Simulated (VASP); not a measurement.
# SiC2 (P6_3/mmc) in VASP: a series of runs, part 2 of 2

VASP 6.6.1.

### Step 5. Single point, PBE, collinear spin, ferromagnetic start

This run uses another cell than the first one, of 8.43 Å³/atom, 0.620 times its volume.

INCAR reads:

```
SYSTEM = SiC2
PREC = Accurate
ENCUT = 520
EDIFF = 1E-7
ISMEAR = 0
SIGMA = 0.1
LREAL = .False.
LASPH = .True.
NELM = 150
ALGO = Normal
ISIF = 2
LWAVE = .False.
LCHARG = .True.
ISPIN = 2
MAGMOM = 0 0 1 1 1 1
LORBIT = 11
GGA = PE
LELF = .True.
LVHAR = .True.
NBANDS = 25
```

KPOINTS reads:

```
regular mesh
0
Gamma
  6 6 2
  0 0 0
```

POSCAR reads:

```
SiC2
1.0
    2.5597107718      0.0000000000      0.0000000000
   -1.2798553859      2.2167745547      0.0000000000
    0.0000000000      0.0000000000      8.9153470245
Si C
2 4
Direct
    0.3333333333      0.6666666667      0.2500000000
    0.6666666667      0.3333333333      0.7500000000
    0.3333333333      0.6666666667      0.0238893972
    0.3333333333      0.6666666667      0.4761106028
    0.6666666667      0.3333333333      0.9761106028
    0.6666666667      0.3333333333      0.5238893972
```

Potentials or basis: VASP PAW PBE potentials, release 64 (Si, C).

Run with:

```console
cat potpaw_PBE.64/Si/POTCAR potpaw_PBE.64/C/POTCAR > POTCAR
mpirun -np 1 vasp_std > vasp.out
```

OUTCAR:

```text
SYSTEM = SiC2
   PREC = Accurate
   ENCUT = 520
   EDIFF = 1E-7
   ISMEAR = 0
   LREAL = .False.
   LASPH = .True.
   NELM = 150
   ISIF = 2
   ISPIN = 2
   LORBIT = 11
   GGA = PE

 ion  position               nearest neighbor table
   1  0.333  0.667  0.250-   3 2.02   4 2.02
   2  0.667  0.333  0.750-   5 2.02   6 2.02
   3  0.333  0.667  0.024-   5 1.54   5 1.54   5 1.54   1 2.02
   4  0.333  0.667  0.476-   6 1.54   6 1.54   6 1.54   1 2.02
   5  0.667  0.333  0.976-   3 1.54   3 1.54   3 1.54   2 2.02
   6  0.667  0.333  0.524-   4 1.54   4 1.54   4 1.54   2 2.02

  LATTYP: Found a hexagonal cell.
 ALAT       =     2.5597107718
 C/A-ratio  =     3.4829509344

  Lattice vectors:

 A1 = (   2.5597107718,   0.0000000000,   0.0000000000)
 A2 = (  -1.2798553859,   2.2167745547,   0.0000000000)
 A3 = (   0.0000000000,   0.0000000000,   8.9153470245)

Analysis of symmetry for initial positions (statically):
=====================================================================
 Subroutine PRICEL returns:
 Original cell was already a primitive cell.

 Routine SETGRP: Setting up the symmetry group for a
 hexagonal supercell.

[... 958 lines left out ...]
  Total        0.0715452      0.0715452      0.0304049      0.0000000     -0.0000000      0.0000000
  in kB        2.2658975      2.2658975      0.9629494      0.0000000     -0.0000000      0.0000000
  external PRESSURE =       1.8315815 kB  Pullay stress =       0.0000000 kB

 VOLUME and BASIS-vectors are now :
 -----------------------------------------------------------------------------
  energy-cutoff  :      520.00
  volume of cell :       50.59
      direct lattice vectors                 reciprocal lattice vectors
     2.559710772  0.000000000  0.000000000     0.390669138  0.225552932  0.000000000
    -1.279855386  2.216774555  0.000000000     0.000000000  0.451105864  0.000000000
     0.000000000  0.000000000  8.915347025     0.000000000  0.000000000  0.112166133

 POSITION                                       TOTAL-FORCE (eV/Angst)
 -----------------------------------------------------------------------------------
     -0.00000      1.47785      2.22884        -0.000000     -0.000000      0.000000
      1.27986      0.73892      6.68651        -0.000000      0.000000      0.000000
     -0.00000      1.47785      0.21298        -0.000000      0.000000      0.011649
     -0.00000      1.47785      4.24469        -0.000000      0.000000     -0.011649
      1.27986      0.73892      8.70236         0.000000     -0.000000     -0.011649
      1.27986      0.73892      4.67066         0.000000     -0.000000      0.011649
 -----------------------------------------------------------------------------------
    total drift:                               -0.000000      0.000000      0.000000

  FREE ENERGIE OF THE ION-ELECTRON SYSTEM (eV)
  ---------------------------------------------------
  free  energy   TOTEN  =       -45.4806429675 eV

  energy  without entropy=      -45.4764396818  energy(sigma->0) =      -45.47854132

 total charge

# of ion       s       p       d       tot
------------------------------------------
    1        0.740   0.915   0.000   1.655
    2        0.740   0.915   0.000   1.655
    3        0.833   1.674   0.000   2.507
    4        0.833   1.674   0.000   2.507
    5        0.833   1.674   0.000   2.507
    6        0.833   1.674   0.000   2.507
--------------------------------------------------
tot          4.812   8.526   0.000  13.338

 magnetization (x)

# of ion       s       p       d       tot
------------------------------------------
    1        0.000   0.000   0.000   0.000
    2        0.000   0.000   0.000   0.000
    3       -0.000  -0.000   0.000  -0.000
    4       -0.000  -0.000   0.000  -0.000
    5       -0.000  -0.000   0.000  -0.000
    6       -0.000  -0.000   0.000  -0.000
--------------------------------------------------
tot         -0.000   0.000   0.000   0.000
```

Wall time 31 s (1 thread of AMD EPYC 7R13 (Zen 3), shared host); peak memory 0.16 GiB.

What came out:

- Free energy: -45.4806 eV
- Pressure: 0.2 GPa
- Largest force: 0.012 eV/Å
- Band gap on the k mesh: zero (filled and empty bands overlap)
- Net moment: 0.00 μB per cell
- Valence electrons inside the program's atomic spheres: Si 1.66; C 2.51

Forces on the atoms (eV/Å):
```
Si   0.000  0.000  0.000
Si   0.000  0.000  0.000
C    0.000  0.000  0.012
C    0.000  0.000 -0.012
C    0.000  0.000 -0.012
C    0.000  0.000  0.012
```

Stress tensor (GPa, compression positive):
```
0.23 0.00 0.00
0.00 0.23 0.00
0.00 0.00 0.10
```

Levels at points of the mesh, in eV from the Fermi level:
Spin up:
| k point | band 9 | band 10 | band 11 | band 12 | band 13 | band 14 | band 15 | band 16 |
| --- | --- | --- | --- | --- | --- | --- | --- | --- |
| (0.00, 0.00, 0.00) | -2.63 | -2.61 | -2.61 | 3.70 | 6.18 | 6.18 | 6.20 | 6.35 |
| (0.50, 0.00, 0.00) | -5.73 | -5.03 | -4.97 | -3.45 | 0.74 | 1.62 | 4.44 | 5.01 |
| (0.00, 0.00, 0.50) | -2.62 | -2.62 | 0.63 | 0.63 | 6.26 | 6.26 | 6.26 | 6.26 |
| (0.50, 0.00, 0.50) | -5.74 | -5.74 | -3.32 | -3.32 | 0.52 | 0.52 | 5.19 | 5.19 |
Spin down:
```tsv
k point	band 10	band 11	band 12	band 13	band 14	band 15
(0.00, 0.00, 0.00)	-2.61	-2.61	3.70	6.18	6.18	6.20
(0.50, 0.00, 0.00)	-5.02	-4.97	-3.45	0.74	1.62	4.44
(0.00, 0.00, 0.50)	-2.62	0.63	0.63	6.26	6.26	6.26
(0.50, 0.00, 0.50)	-5.74	-3.32	-3.32	0.52	0.52	5.19
```

Caveat: the k points lie up to 0.47 Å⁻¹ apart.

### Step 6. Relaxation of cell and atoms, PBE

INCAR reads:

```
ALGO = Normal ; EDIFF = 1E-6
EDIFFG = -0.04 ; ENCUT = 600
GGA = PE ; IBRION = 2
ISIF = 3 ; ISMEAR = 0
LASPH = T ; LCHARG = F
LREAL = F ; LWAVE = F
NELM = 80 ; NSW = 90
PREC = Accurate ; SIGMA = 0.1
```

KPOINTS reads:

```
k-points
0
Gamma
  6 6 2
```

POSCAR reads:

```
SiC2
1.0
    2.6876933300      0.0000000000      0.0000000000
   -1.3438466600      2.3276107000      0.0000000000
    0.0000000000      0.0000000000     13.0514391000
Si C
2 4
Direct
    0.3333333300      0.6666666700      0.2500000000
    0.6666666700      0.3333333300      0.7500000000
    0.3333333300      0.6666666700      0.9166666700
    0.3333333300      0.6666666700      0.5833333300
    0.6666666700      0.3333333300      0.0833333300
    0.6666666700      0.3333333300      0.4166666700
```

Potentials or basis: VASP PAW PBE potentials, release 64 (Si, C).

Run with:

```console
cat potpaw_PBE.64/Si/POTCAR potpaw_PBE.64/C/POTCAR > POTCAR
mpirun -np 1 vasp_std > vasp.out
```

OUTCAR:

```text
EDIFF = 1E-6
   EDIFFG = -0.04
   ENCUT = 600
   GGA = PE
   IBRION = 2
   ISIF = 3
   ISMEAR = 0
   LASPH = T
   LREAL = F
   NELM = 80
   NSW = 90
   PREC = Accurate

 ion  position               nearest neighbor table
   1  0.333  0.667  0.250-
   2  0.667  0.333  0.750-
   3  0.333  0.667  0.917-
   4  0.333  0.667  0.583-
   5  0.667  0.333  0.083-
   6  0.667  0.333  0.417-

  LATTYP: Found a hexagonal cell.
 ALAT       =     2.6876933300
 C/A-ratio  =     4.8560001077

  Lattice vectors:

 A1 = (   2.6876933300,   0.0000000000,   0.0000000000)
 A2 = (  -1.3438466600,   2.3276107000,   0.0000000000)
 A3 = (   0.0000000000,   0.0000000000,  13.0514391000)

Analysis of symmetry for initial positions (statically):
[... 552 lines left out ...]
      5      -1.0593      2.00000
      6      -1.0593      2.00000
[... 8 lines left out ...]
     15      10.8055      0.00000
     16      10.8055      0.00000

[... ionic steps 4 to 42 ...]

--------------------------------------- Ionic step       43  -------------------------------------------

 number of electron      24.0000001 magnetization

------------------------ aborting loop because EDIFF is reached ----------------------------------------
[... 75 lines left out ...]
--------------------------------------- Ionic step       45  -------------------------------------------

 number of electron      24.0000001 magnetization

 Free energy of the ion-electron system (eV)
  ---------------------------------------------------
  ext. energy  EPLUGINS =         0.00000000
  ---------------------------------------------------
  free energy    TOTEN  =       -45.51666571 eV

  energy without entropy =      -45.51246535  energy(sigma->0) =      -45.51456553

 E-fermi :  10.5422     XC(G=0): -12.1847

 val. band max:       10.2502169495   @ k =   0.1667   0.1667   0.0000
 cond. band min:      10.6646866532   @ k =   0.3333   0.1667   0.5000
 fundamental gap:      0.4144697037
 Fermi energy:        10.5422430957

 k-point     1 :       0.0000    0.0000    0.0000
  band No.  band energies     occupation
      1      -9.3132      2.00000
      2      -8.9768      2.00000
      3      -4.0138      2.00000
      4      -1.1161      2.00000
      5      -0.1884      2.00000
      6       5.9493      2.00000
[... 288 lines left out ...]
  FREE ENERGIE OF THE ION-ELECTRON SYSTEM (eV)
  ---------------------------------------------------
  free  energy   TOTEN  =       -45.5166657141 eV

  energy  without entropy=      -45.5124653473  energy(sigma->0) =      -45.51456553

 reached required accuracy - stopping structural energy minimisation
```

Wall time 9.6 min (1 thread of AMD EPYC 7R13 (Zen 3), shared host); peak memory 0.22 GiB.

What came out:

```yaml
Free_energy: -45.5167 eV
Relaxed_volume: 8.43 Å³/atom
Relaxed_cell: a = 2.561 Å, b = 2.561 Å, c = 8.907 Å, α = 90.00°, β = 90.00°, γ = 120.00°
Space_group_after_relaxing_to_0.05_Å: P6_3/mmc (No. 194)
Energy_gained_by_relaxing: 3248.4 meV/atom
Ionic_steps: 45
Pressure_after_relaxing: -0.1 GPa
Largest_force_after_relaxing: 0.031 eV/Å
Band_gap_on_the_k_mesh: zero (band 12 reaches 14.22 eV, above the bottom of band 13 at 7.73 eV)
```

Forces in eV/Å, atoms in the order of the input:
```
Si   0.000  0.000  0.000
Si   0.000  0.000  0.000
C    0.000  0.000 -0.031
C    0.000  0.000  0.031
C    0.000  0.000  0.031
C    0.000  0.000 -0.031
```

The path:
| step | energy change (eV) | largest force (eV/Å) | pressure (GPa) | volume (Å³) |
| --- | --- | --- | --- | --- |
| 1 | 0.0000 | 0.1168 | -21.90 | 81.65 |
| 3 | -3.4682 | 0.9343 | 4.87 | 53.05 |
| 5 | -6.0054 | 0.4464 | 81.25 | 38.57 |
| 7 | -10.0330 | 3.1021 | 34.03 | 42.79 |
| 9 | -10.3902 | 2.0989 | 24.03 | 43.84 |
| 11 | -10.8376 | 2.2256 | 17.26 | 44.78 |
| 13 | -12.7609 | 2.2677 | -23.06 | 54.42 |
| 15 | -14.0362 | 1.9889 | -36.92 | 69.21 |
| 17 | -16.9883 | 2.5819 | -30.15 | 72.12 |
| 19 | -17.1721 | 0.9336 | -32.21 | 71.78 |
| 21 | -18.8309 | 0.0593 | -10.61 | 61.44 |
| 23 | -18.9212 | 0.3129 | -1.35 | 58.90 |
| 25 | -18.9295 | 0.3471 | -0.35 | 58.48 |
| 27 | -19.0256 | 0.3820 | -0.19 | 56.82 |
| 29 | -19.3400 | 0.6610 | 6.87 | 50.16 |
| 31 | -19.2410 | 1.2694 | 9.77 | 49.83 |
| 33 | -19.2788 | 1.3896 | 13.26 | 48.82 |
| 35 | -19.2816 | 1.2985 | 16.83 | 48.05 |
| 37 | -19.3024 | 1.0917 | 17.49 | 47.86 |
| 39 | -19.3082 | 0.8648 | 18.01 | 47.70 |
| 41 | -19.3526 | 0.7517 | 15.46 | 48.06 |
| 43 | -19.4748 | 0.2438 | 4.91 | 49.69 |
| 45 | -19.4905 | 0.0305 | -0.14 | 50.58 |

Final structure:
```
CELL_PARAMETERS angstrom
2.56077 0.00000 0.00000
-1.28038 2.21769 0.00000
0.00000 0.00000 8.90676
ATOMIC_POSITIONS crystal
Si 0.33333 0.66667 0.25000
Si 0.66667 0.33333 0.75000
C 0.33333 0.66667 0.02399
C 0.33333 0.66667 0.47601
C 0.66667 0.33333 0.97601
C 0.66667 0.33333 0.52399
```

Levels at points of the mesh, in eV from the Fermi level:
| k point | band 8 | band 9 | band 10 | band 11 | band 12 | band 13 | band 14 | band 15 | band 16 |
| --- | --- | --- | --- | --- | --- | --- | --- | --- | --- |
| (0.00, 0.00, 0.00) | -2.63 | -2.63 | -2.61 | -2.61 | 3.68 | 6.16 | 6.16 | 6.24 | 6.33 |
| (0.50, 0.00, 0.00) | -5.76 | -5.72 | -5.01 | -4.96 | -3.46 | 0.76 | 1.62 | 4.44 | 5.04 |
| (0.00, 0.00, 0.50) | -2.62 | -2.62 | -2.62 | 0.64 | 0.64 | 6.24 | 6.24 | 6.24 | 6.24 |
| (0.50, 0.00, 0.50) | -6.19 | -5.74 | -5.74 | -3.33 | -3.33 | 0.53 | 0.53 | 5.18 | 5.18 |

Caveat: the k points lie up to 0.47 Å⁻¹ apart in the final cell; the volume moved by over 15 % at a fixed basis, so the end points are rough.

### Step 7. Overview

```csv
task,spin,cell,cutoff (eV),gap on the mesh (eV),pressure (GPa),moment (μB),largest force (eV/Å)
single point,"collinear, ferromagnetic start","a = 2.688, b = 2.688, c = 13.051 Å, angles 90.0, 90.0, 120.0°, 6 atoms",520,none,-21.9,0.01,0.12
single point,off,"a = 2.560, b = 2.560, c = 8.915 Å, angles 90.0, 90.0, 120.0°, 6 atoms",520,none,0.2,-,0.01
single point,off,"a = 2.688, b = 2.688, c = 13.051 Å, angles 90.0, 90.0, 120.0°, 6 atoms",520,none,-21.9,-,0.12
single point,"collinear, ferromagnetic start","a = 2.560, b = 2.560, c = 8.915 Å, angles 90.0, 90.0, 120.0°, 6 atoms",520,none,0.2,0.00,0.01
relaxation of cell and atoms,off,"relaxed from a = 2.688, b = 2.688, c = 13.051 Å, angles 90.0, 90.0, 120.0°, 6 atoms",600,none,-0.1,-,0.03
```

Alike in all rows: level PBE; potentials or basis VASP PAW PBE potentials, release 64 (Si, C); k mesh 6 × 6 × 2; smearing gaussian 0.1 eV.

Caveats: all runs use coarse meshes; the volume moved by over 15 % at a fixed basis, so the end points are rough (some runs).

Total energies depend on the potentials used, so only differences within one code and one set of settings carry meaning.
